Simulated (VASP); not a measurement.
# BeTe (I-4m2) in VASP: a series of runs

The runs below take BeTe through single point, with r2SCAN, HSE06.

All numbers are computed with VASP 6.6.1; they aren't measurements. Logs are shortened: lines on timing, memory, paths and dates and some standing lists are left out, and cuts for length are marked.

## 1. The cell of the first run

Symmetry: I-4m2, No. 119, tetragonal system. Conventional cell: a = 3.914 Å, b = 3.914 Å, c = 5.747 Å, α = 90.00°, β = 90.00°, γ = 90.00°. Be (site symmetry -4m2) has 4 Te at 2.43 Å within 3.2 Å. Within 3.2 Å of Te (site symmetry -4m2) lie 4 Be at 2.43 Å.

## 2. Single point, r2SCAN (epitaxial xy strain -2.1%)

File POSCAR:

```
BeTe
1.0
    0.0000000000      2.7678082145      2.8736023666
    2.7678082145      0.0000000000      2.8736023666
    2.7678082145      2.7678082145      0.0000000000
Be Te
1 1
Direct
    0.0000000000      0.0000000000      0.0000000000
    0.2500000000      0.2500000000      0.2500000000
```

File INCAR.step1:

```
SYSTEM = BeTe
PREC = Accurate
ENCUT = 520
ISMEAR = 0
SIGMA = 0.01
LREAL = .FALSE.
LASPH = .TRUE.
NELM = 100
NBANDS = 11
GGA = PE
ALGO = Normal
EDIFF = 1E-4
LWAVE = .TRUE.
LCHARG = .FALSE.
```

File INCAR.step2:

```
SYSTEM = BeTe
PREC = Accurate
ENCUT = 520
EDIFF = 1E-6
ISMEAR = 0
SIGMA = 0.01
LREAL = .FALSE.
LASPH = .TRUE.
NELM = 100
ALGO = Normal
ISIF = 2
LWAVE = .FALSE.
LCHARG = .TRUE.
METAGGA = R2SCAN
LMIXTAU = .TRUE.
LELF = .TRUE.
LVHAR = .TRUE.
NBANDS = 11
ISTART = 1
```

File KPOINTS:

```
regular mesh
0
G
  8 8 8
  0 0 0
```

Potentials or basis: VASP PAW PBE potentials, release 64 (Be, Te).

Launch:

```
> cat potpaw_PBE.64/Be/POTCAR potpaw_PBE.64/Te/POTCAR > POTCAR
> cp INCAR.step1 INCAR
> mpirun -np 1 vasp_std > vasp.out
> cp INCAR.step2 INCAR
> mpirun -np 1 vasp_std > vasp.out
```

OUTCAR:

```text
SYSTEM = BeTe
   PREC = Accurate
   ENCUT = 520
   EDIFF = 1E-6
   ISMEAR = 0
   LREAL = .FALSE.
   LASPH = .TRUE.
   NELM = 100
   ISIF = 2
   METAGGA = R2SCAN
   ISTART = 1

 ion  position               nearest neighbor table
   1  0.000  0.000  0.000-   2 2.43   2 2.43   2 2.43   2 2.43
   2  0.250  0.250  0.250-   1 2.43   1 2.43   1 2.43   1 2.43

  LATTYP: Found a body centered tetragonal cell.
 ALAT       =     3.9142719150
 C/A-ratio  =     1.4682691591

  Lattice vectors:

 A1 = (  -2.7678082145,   0.0000000000,   2.8736023666)
 A2 = (   2.7678082145,   0.0000000000,   2.8736023666)
 A3 = (   0.0000000000,   2.7678082145,  -2.8736023666)

Analysis of symmetry for initial positions (statically):
=====================================================================
 Subroutine PRICEL returns:
 Original cell was already a primitive cell.

 Routine SETGRP: Setting up the symmetry group for a
 body centered tetragonal supercell.

 Subroutine GETGRP returns: Found  8 space group operations
 (whereof  8 operations were pure point group operations)
 out of a pool of 16 trial point group operations.

The static configuration has the point symmetry D_2d.

Analysis of symmetry for dynamics (positions and initial velocities):
=====================================================================
 Subroutine PRICEL returns:
 Original cell was already a primitive cell.

 Routine SETGRP: Setting up the symmetry group for a
 body centered tetragonal supercell.

 Subroutine GETGRP returns: Found  8 space group operations
 (whereof  8 operations were pure point group operations)
 out of a pool of 16 trial point group operations.

The dynamic configuration has the point symmetry D_2d.

 Subroutine INISYM returns: Found  8 space group operations
 (whereof  8 operations are pure point group operations),
 and found     1 'primitive' translations

----------------------------------------------------------------------------------------

                                     Primitive cell

  volume of cell :      44.0280

  direct lattice vectors                    reciprocal lattice vectors
     0.000000000  2.767808215  2.873602367    -0.180648355  0.180648355  0.173997630
     2.767808215  0.000000000  2.873602367     0.180648355 -0.180648355  0.173997630
     2.767808215  2.767808215  0.000000000     0.180648355  0.180648355 -0.173997630

  length of vectors
     3.989781056  3.989781056  3.914271915     0.309100034  0.309100034  0.309100034

  position of ions in fractional coordinates (direct lattice)
     0.000000000  0.000000000  0.000000000
     0.250000000  0.250000000  0.250000000

  ion indices of the primitive-cell ions
   primitive index   ion index
                 1           1
                 2           2

----------------------------------------------------------------------------------------

 KPOINTS: regular mesh

Automatic generation of k-mesh.
 Grid dimensions read from file:
 generate k-points for:    8    8    8

 Generating k-lattice:

  Cartesian coordinates                     Fractional coordinates (reciprocal lattice)
    -0.022581044  0.022581044  0.021749704     0.125000000  0.000000000  0.000000000
     0.022581044 -0.022581044  0.021749704     0.000000000  0.125000000  0.000000000
     0.022581044  0.022581044 -0.021749704     0.000000000  0.000000000  0.125000000

  Length of vectors
     0.038637504  0.038637504  0.038637504

  Shift w.r.t. Gamma in fractional coordinates (k-lattice)
     0.000000000  0.000000000  0.000000000

 Subroutine IBZKPT returns following result:
 ===========================================

 Found     59 irreducible k-points:

 Following reciprocal coordinates:
            Coordinates               Weight
  0.000000  0.000000  0.000000      1.000000
  0.125000  0.000000  0.000000      8.000000
  0.250000  0.000000  0.000000      8.000000
  0.375000  0.000000  0.000000      8.000000
  0.500000  0.000000  0.000000      4.000000
  0.125000  0.125000  0.000000      2.000000
[... 16 lines left out ...]
  0.250000  0.000000  0.125000     16.000000
  0.375000  0.000000  0.125000     16.000000
 [... further k-points ...]
   k-points           NKPTS =     59   k-points in BZ     NKDIM =     59   number of bands    NBANDS=     11
   number of dos      NEDOS =    301   number of ions     NIONS =      2
   total plane-waves  NPLWV =  27000
   dimension x,y,z NGX =    30 NGY =   30 NGZ =   30
   dimension x,y,z NGXF=    60 NGYF=   60 NGZF=   60
   ions per type =               1   1
   NGX,Y,Z   is equivalent  to a cutoff of  12.50, 12.50, 12.74 a.u.
   NGXF,Y,Z  is equivalent  to a cutoff of  25.00, 25.00, 25.48 a.u.
 SYSTEM =  BeTe
   PREC   = accura    normal or accurate (medium, high low for compatibility)
   ISTART =      1    job   : 0-new  1-cont  2-samecut
   ICHARG =      0    charge: 1-file 2-atom 10-const
   ISPIN  =      1    spin polarized calculation?
   LNONCOLLINEAR =      F non collinear calculations
   LSORBIT =      F    spin-orbit coupling
   LASPH  =      T    aspherical Exc in radial PAW
   ENCUT  =  520.0 eV  38.22 Ry    6.18 a.u.   7.42  7.42  7.28*2*pi/ulx,y,z
   NELM   =    100;   NELMIN=  2; NELMDL=  0     # of ELM steps
   EDIFF  = 0.1E-05   stopping-criterion for ELM
   LREAL  =      F    real-space projection
   EDIFFG = 0.1E-04   stopping-criterion for IOM
   NSW    =      0    number of steps for IOM
   IBRION =     -1    ionic relax: 0-MD 1-quasi-New 2-CG
   NFREE  =      0    steps in history (QN), initial steepest desc. (CG)
   ISIF   =      2    stress and relaxation
   ISYM   =      2    0-nonsym 1-usesym 2-fastsym
   POTIM  = 0.5000    time-step for ionic-motion
   TEBEG  =    0.0;   TEEND  =   0.0 temperature during run
   PSTRESS=    0.0 pullay stress
   NELECT =       8.0000    total number of electrons
   NUPDOWN=      -1.0000    fix difference up-down
   EMIN   =  10.00;   EMAX   =-10.00  energy-range for DOS
   EFERMI =   0.00;   METHOD = LEGACY
   ISMEAR =     0;   SIGMA  =   0.01  broadening in eV -4-tet -1-fermi 0-gaus
   EFERMI_NEDOS =   21; number of points for ismear=-14 and -15
   IALGO  =     38    algorithm
   IMIX   =      4    mixing-type and parameters
     AMIX     =   0.40;   BMIX     =  1.00
     AMIX_MAG =   1.60;   BMIX_MAG =  1.00
  volume/ion in A,a.u.               =      22.01       148.56
  Fermi-wavevector in a.u.,A,eV,Ry     =   0.927247  1.752242 11.698104  0.859786
  Thomas-Fermi vector in A             =   2.053296
   LORBIT       =      0    0 simple, 1 ext, 2 COOP (PROOUT), +10 PAW based schemes
   METAGGA = R2SCAN    functional components
   LHFCALC =     F    Hartree Fock is set to
   AEXX    =    0.0000 exact exchange contribution
   IVDW    =     0    specifies the selected vdW correction
   LEPSILON=     F    determine dielectric tensor
   LRPA    =     F    only Hartree local field effects (RPA)
 non-spin polarized calculation
 Gauss-broadening in eV      SIGMA  =   0.01
  energy-cutoff  :      520.00
  volume of cell :       44.03
 maximum number of plane-waves:      1203
 NGX is ok and might be reduce to    30
   NGX = 15   NGY = 15   NGZ = 15

 number of electron       8.0000000 magnetization

 Free energy of the ion-electron system (eV)
  ---------------------------------------------------
  ext. energy  EPLUGINS =         0.00000000
  ---------------------------------------------------
  free energy    TOTEN  =       -30.66819027 eV

  energy without entropy =      -30.66819027  energy(sigma->0) =      -30.66819027

 E-fermi :   5.2854     XC(G=0):  -9.5397

 val. band max:        5.1775378588   @ k =   0.0000   0.0000   0.0000
 cond. band min:       7.3133221139   @ k =   0.5000   0.0000   0.5000
 fundamental gap:      2.1357842552
 Fermi energy:         5.2853535587

 k-point     1 :       0.0000    0.0000    0.0000
  band No.  band energies     occupation
      1      -7.7853      2.00000
      2       4.9479      2.00000
      3       5.1775      2.00000
      4       5.1775      2.00000
      5       9.0876      0.00000
      6       9.0876      0.00000
      7       9.1615      0.00000
      8       9.7160      0.00000
      9      14.1752      0.00000
     10      15.4509      0.00000
     11      16.2659      0.00000

 k-point     2 :       0.1250    0.0000    0.0000
  band No.  band energies     occupation
      1      -7.6245      2.00000
      2       3.7492      2.00000
      3       4.7648      2.00000
      4       4.9515      2.00000
      5       9.1266      0.00000
      6       9.4557      0.00000
      7       9.5164      0.00000
      8      10.9179      0.00000
      9      14.5784      0.00000
     10      14.7211      0.00000
     11      15.2377      0.00000

 k-point     3 :       0.2500    0.0000    0.0000
  band No.  band energies     occupation
      1      -7.1790      2.00000
      2       1.6348      2.00000
      3       4.2598      2.00000
      4       4.5266      2.00000
      5       8.9015      0.00000
      6      10.0187      0.00000
      7      10.0659      0.00000
      8      12.9040      0.00000
      9      14.5125      0.00000
     10      14.8046      0.00000
     11      15.0523      0.00000

 k-point     4 :       0.3750    0.0000    0.0000
  band No.  band energies     occupation
      1      -6.6063      2.00000
      2      -0.0652      2.00000
      3       3.8709      2.00000
      4       4.1990      2.00000
      5       8.7035      0.00000
      6      10.0966      0.00000
      7      10.2600      0.00000
      8      13.6589      0.00000
      9      15.5779      0.00000
     10      15.7863      0.00000
     11      16.1263      0.00000
[... 239 lines left out ...]
 k-point    22 :       0.1250    0.0000    0.1250
  band No.  band energies     occupation
      1      -7.5649      2.00000
      2       4.0653      2.00000
      3       4.2829      2.00000
      4       4.4403      2.00000
      5       8.6810      0.00000
      6       9.9849      0.00000
      7      10.2976      0.00000
      8      10.6624      0.00000
      9      13.9939      0.00000
     10      15.1052      0.00000
     11      15.8742      0.00000

 k-point    23 :       0.2500    0.0000    0.1250
  band No.  band energies     occupation
      1      -7.2071      2.00000
      2       2.2710      2.00000
      3       3.8196      2.00000
      4       4.1344      2.00000
      5       8.7789      0.00000
      6      10.1743      0.00000
      7      10.9318      0.00000
      8      11.5145      0.00000
      9      14.3762      0.00000
     10      15.6482      0.00000
     11      15.9226      0.00000

 k-point    24 :       0.3750    0.0000    0.1250
  band No.  band energies     occupation
      1      -6.6607      2.00000
      2       0.4880      2.00000
      3       3.4635      2.00000
      4       3.6882      2.00000
      5       8.9559      0.00000
      6      10.3088      0.00000
      7      11.0919      0.00000
      8      12.0842      0.00000
      9      15.5843      0.00000
     10      16.2172      0.00000
     11      16.8212      0.00000

 [... further k-points ...]
[... 5 lines left out ...]
  --------------------------------------------------------------------------------------
  -------------------------------------------------------------------------------------
  Total        0.7637866      0.7637866      0.0560115      0.0000000      0.0000000      0.0000000
  in kB       27.7941866     27.7941866      2.0382562      0.0000000      0.0000000      0.0000000
  external PRESSURE =      19.2088765 kB  Pullay stress =       0.0000000 kB

 VOLUME and BASIS-vectors are now :
 -----------------------------------------------------------------------------
  energy-cutoff  :      520.00
  volume of cell :       44.03
      direct lattice vectors                 reciprocal lattice vectors
     0.000000000  2.767808215  2.873602367    -0.180648355  0.180648355  0.173997630
     2.767808215  0.000000000  2.873602367     0.180648355 -0.180648355  0.173997630
     2.767808215  2.767808215  0.000000000     0.180648355  0.180648355 -0.173997630

 POSITION                                       TOTAL-FORCE (eV/Angst)
 -----------------------------------------------------------------------------------
      0.00000      0.00000      0.00000        -0.000000     -0.000000     -0.000000
      1.38390      1.38390      1.43680         0.000000      0.000000      0.000000
 -----------------------------------------------------------------------------------
    total drift:                                0.000000      0.000000     -0.000000

  FREE ENERGIE OF THE ION-ELECTRON SYSTEM (eV)
  ---------------------------------------------------
  free  energy   TOTEN  =       -30.6681902688 eV

  energy  without entropy=      -30.6681902688  energy(sigma->0) =      -30.66819027
```

Wall time 85 s (1 thread of Intel Xeon Platinum 8375C at 2.90GHz (Ice Lake), shared host); peak memory 0.19 GiB.

Results:

```yaml
Free_energy: -30.6682 eV
Pressure: 1.9 GPa
Band_gap_on_the_k_mesh: 2.14 eV (least direct gap 3.91 eV)
```

Levels at points of the mesh, in eV from the valence-band top:
| k point | band 1 | band 2 | band 3 | band 4 | band 5 | band 6 | band 7 | band 8 | band 9 |
| --- | --- | --- | --- | --- | --- | --- | --- | --- | --- |
| (0.00, 0.00, 0.00) | -12.96 | -0.23 | 0.00 | 0.00 | 3.91 | 3.91 | 3.98 | 4.54 | 9.00 |
| (0.50, 0.00, 0.00) | -11.48 | -5.93 | -1.45 | -1.10 | 3.45 | 4.87 | 5.06 | 8.41 | 11.67 |
| (0.50, 0.50, 0.00) | -11.04 | -5.64 | -2.69 | -2.69 | 2.42 | 3.11 | 10.56 | 10.56 | 12.34 |
| (0.50, 0.00, 0.50) | -10.87 | -5.43 | -3.00 | -2.93 | 2.14 | 2.79 | 10.41 | 10.64 | 12.53 |

Caveat: the cell differs from its parent crystal (epitaxial xy strain -2.1%); the PAW data sets were made with another functional, which shifts forces and pressure a little; spin-orbit coupling is left out, which moves the levels of the heavy elements.

## 3. Single point, HSE06 (epitaxial xy strain -2.1%)

POSCAR is that of step 2.

File INCAR.step1:

```
SYSTEM = BeTe
PREC = Accurate
ENCUT = 520
EDIFF = 1E-5
ISMEAR = 0
SIGMA = 0.01
LREAL = .False.
LASPH = .True.
NELM = 100
ALGO = Normal
ISIF = 2
LWAVE = .True.
LCHARG = .False.
NBANDS = 11
GGA = PE
```

File INCAR.step2:

```
SYSTEM = BeTe
PREC = Accurate
ENCUT = 520
EDIFF = 1E-6
ISMEAR = 0
SIGMA = 0.01
LREAL = .False.
LASPH = .True.
NELM = 100
ALGO = Normal
ISIF = 2
LWAVE = .False.
LCHARG = .False.
GGA = PE
LHFCALC = .True.
HFSCREEN = 0.2079
PRECFOCK = Normal
NBANDS = 11
ISTART = 1
```

File KPOINTS:

```
Automatic mesh
0
Gamma
  6 6 6
  0 0 0
```

Potentials or basis: VASP PAW PBE potentials, release 64 (Be, Te).

Launch:

```
> cat potpaw_PBE.64/Be/POTCAR potpaw_PBE.64/Te/POTCAR > POTCAR
> cp INCAR.step1 INCAR
> mpirun -np 1 vasp_std > vasp.out
> cp INCAR.step2 INCAR
> mpirun -np 1 vasp_std > vasp.out
```

Run time: 19 min. Hardware: 1 thread of Intel Xeon Platinum 8375C at 2.90GHz (Ice Lake), shared host; peak memory 0.3 GiB.

Results (log left out):

* Free energy: -8.7429 eV
* Pressure: 0.7 GPa
* Band gap on the k mesh: 2.44 eV (least direct gap 4.37 eV)

Stress tensor (GPa, compression positive):
```
 1.61  0.00  0.00
 0.00  1.61  0.00
 0.00  0.00 -1.03
```

Levels at points of the mesh, in eV from the valence-band top:
```csv
k point,band 2,band 3,band 4,band 5,band 6,band 7
"(0.00, 0.00, 0.00)",-0.23,0.00,0.00,4.37,4.37,4.44
"(0.50, 0.00, 0.00)",-6.28,-1.50,-1.15,3.74,5.32,5.53
"(0.50, 0.50, 0.00)",-5.96,-2.82,-2.82,2.71,3.50,11.06
"(0.50, 0.00, 0.50)",-5.74,-3.14,-3.06,2.44,3.18,10.94
```

Caveat: the cell differs from its parent crystal (epitaxial xy strain -2.1%); the PAW data sets were made with another functional, which shifts forces and pressure a little; spin-orbit coupling is left out, which moves the levels of the heavy elements. A k mesh can miss the band edges.
